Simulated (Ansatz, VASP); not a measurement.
**Two plane-wave programs on Si3C**

```
Si C
1.0
     2.65171    0.00000    0.00000
     0.00000    2.65171    0.00000
     0.00000    0.00000    7.08248
Si C
3 1
Direct
  0.00000 0.00000 0.83130
  0.50000 0.50000 0.50000
  0.00000 0.00000 0.16870
  0.50000 0.50000 0.00000
```

Alike in both runs: functional PBE; k mesh 6 × 6 × 2; occupations gaussian, width 0.1 eV; no spin polarisation.

Ansatz relaxed the structure, and its values are those at the end. VASP's run is a single point on that final structure, the one shown.

```csv
,VASP,Ansatz
version,VASP 6.6.1,Ansatz 0.2.0
potentials or method,"VASP PAW PBE potentials, release 64 (Si, C), cutoff 520 eV","scalar-relativistic, plane waves, PAW"
valence electrons in the cell,16,16
```

|  | VASP | Ansatz | Ansatz less VASP |
| --- | --- | --- | --- |
| gap on the k mesh at the Fermi level (eV) | none | none | - |
| pressure (GPa) | -0.1 | -0.1 | -0.02 |
| rms of the force components (eV/Å) | 0.007 | 0.003 | -0.0042 |

A gap of «none» marks a metal or a gap that the smearing closes.

The k mesh is coarse, so the values compare programs but aren't converged.
